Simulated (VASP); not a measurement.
Write the native input for VASP 6.6.1 that does the following.

```
Task                   : relaxation of cell and atoms
Functional             : revPBE
Potentials or basis    : VASP PAW PBE potentials, release 64 (W_sv)
Cutoff                 : 500 eV
k mesh                 : 7 × 7 × 7
Occupations            : fermi-dirac, width 0.05 eV
Spin                   : no spin polarisation
Target pressure        : 20 GPa
Dipole correction      : no
Further INCAR settings : ALGO = Normal; EDIFF = 1e-07; IBRION = 2; EDIFFG = -0.03; NSW = 80; ISIF = 3
```

The structure of W lies in POSCAR:

```
W
1.0
    0.0000000000      2.7400000000      2.7400000000
    2.7400000000      0.0000000000      2.7400000000
    2.7400000000      2.7400000000      0.0000000000
W
2
Direct
    1.0000000000      1.0000000000      1.0000000000
    0.2500000000      0.2500000000      0.2500000000
```

This isn't the form of W at room conditions, which is bcc.

These files were run (other wordings do the same):

INCAR

```
  PREC = Accurate
  ENCUT = 500
  EDIFF = 1E-7
  ISMEAR = -1
  SIGMA = 0.05
  LREAL = F
  LASPH = T
  NELM = 120
  ALGO = Normal
  ISIF = 3
  LWAVE = F
  LCHARG = F
  GGA = RE
  IBRION = 2
  NSW = 80
  EDIFFG = -0.03
  PSTRESS = 200.0
  GGA_COMPAT = F
  NELMIN = 4
```

KPOINTS

```
regular mesh
0
Gamma
  7 7 7
```

Potentials or basis: VASP PAW PBE potentials, release 64 (W_sv).

Command:

```console
$ cat potpaw_PBE.64/W_sv/POTCAR > POTCAR
$ mpirun -np 1 vasp_std > vasp.out
```

It gave:

```json
{
 "Relaxed volume": "22.06 Å³/atom",
 "Relaxed cell": "a = 3.966 Å, b = 3.966 Å, c = 3.966 Å, α = 60.00°, β = 60.00°, γ = 60.00°",
 "Space group after relaxing (to 0.1 Å)": "Fd-3m (No. 227)",
 "Energy change on relaxing (the run minimises the enthalpy)": "-252.3 meV/atom",
 "Ionic steps": "4",
 "Pressure after relaxing": "19.9 GPa",
 "Band gap on the k mesh": "zero (bands 14 and 15 overlap by 0.75 eV)"
}
```

Caveat: the cell is relaxed towards a set pressure, so the run minimises the enthalpy, not the energy; the PAW data sets were made with another functional, which shifts forces and pressure a little; spin-orbit coupling is left out, which moves the levels of the heavy elements.

Run time: 22 s on 1 thread of AMD EPYC 9R45 96-Core Processor (Zen 5), with other jobs on the host, peak memory 0.13 GiB.
